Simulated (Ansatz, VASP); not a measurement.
This is a calculation of Ni for VASP 6.6.1.

INCAR

```
  ALGO = Normal
  EDIFF = 1E-6
  ENCUT = 520
  ISIF = 2
  ISMEAR = -1
  ISPIN = 2
  LASPH = T
  LCHARG = F
  LMAXMIX = 4
  LORBIT = 11
  LREAL = F
  LWAVE = F
  MAGMOM = 1 1
  NBANDS = 21
  NELM = 150
  PREC = Accurate
  SIGMA = 0.05
```

KPOINTS

```
k-points
0
Gamma
  12 12 7
```

File POSCAR:

```
Ni
1.0
    2.4480228978      0.0000000000      0.0000000000
   -1.2240114489      2.1200500186      0.0000000000
    0.0000000000      0.0000000000      4.0728075700
Ni
2
Direct
    0.6666666667      0.3333333333      0.7500000000
    0.3333333333      0.6666666667      0.2500000000
```

Potentials or basis: VASP PAW LDA potentials, release 64 (Ni).

The run is started by

```bash
$ cat potpaw_LDA.64/Ni/POTCAR > POTCAR
$ mpirun -np 1 vasp_std > vasp.out
```

Problem. Set up the same calculation for Ansatz 0.2.0. Potentials there: all-electron LAPW, scalar-relativistic.

Solution. As run (the cutoff follows the program's own potentials):

input.yaml

```yaml
crystal:
  lattice:
    - [2.4480228978, 0.0, 0.0]
    - [-1.2240114489, 2.1200500186, 0.0]
    - [0.0, 0.0, 4.07280757]
  atoms:
    - { symbol: Ni, position: [0.6666666667, 0.3333333333, 0.75], spin: 1.0 }
    - { symbol: Ni, position: [0.3333333333, 0.6666666667, 0.25], spin: 1.0 }
kpoints:
  mp_grid: { grid: [12, 12, 7] }
scf:
  occupations: { method: fermi_dirac, width: 0.05 }
hamiltonian:
  xc: lda
  pseudopotentials: { kind: all_electron, lapw: { basis_error: 0.001 } }
magnetization:
  spin_polarized: true
output:
  forces: true
  stress: true
  eigenvalues: true
```

Potentials or basis: all-electron LAPW, scalar-relativistic.

Run with:

```sh
$ ansatz run input.yaml --threads 2 --pin off --max-ram 6144MiB --backend cpu --events-out ev --progress --plain --runs-dir out
```

Both were run:

|  | VASP | Ansatz | Ansatz less VASP |
| --- | --- | --- | --- |
| gap on the k mesh at the Fermi level (eV) | none | none | - |
| pressure (GPa) | -11.0 | -11.0 | +0.01 |
| traceless stress, the component that is largest in VASP (GPa) | -2.15 | -2.37 | -0.215 |
| net moment per atom (μB) | 0.58 | 0.62 | +0.037 |
| size of the moment on the site where the two differ most (μB) | 0.59 | 0.64 | +0.052 |

LDA's correlation is that of Perdew and Zunger in VASP and of Perdew and Wang (1992) in Ansatz. Site moments also hang on the region over which each program counts them. A gap of «none» marks a metal or a gap that the smearing closes. Ansatz ran all-electron here, and VASP with PAW potentials.
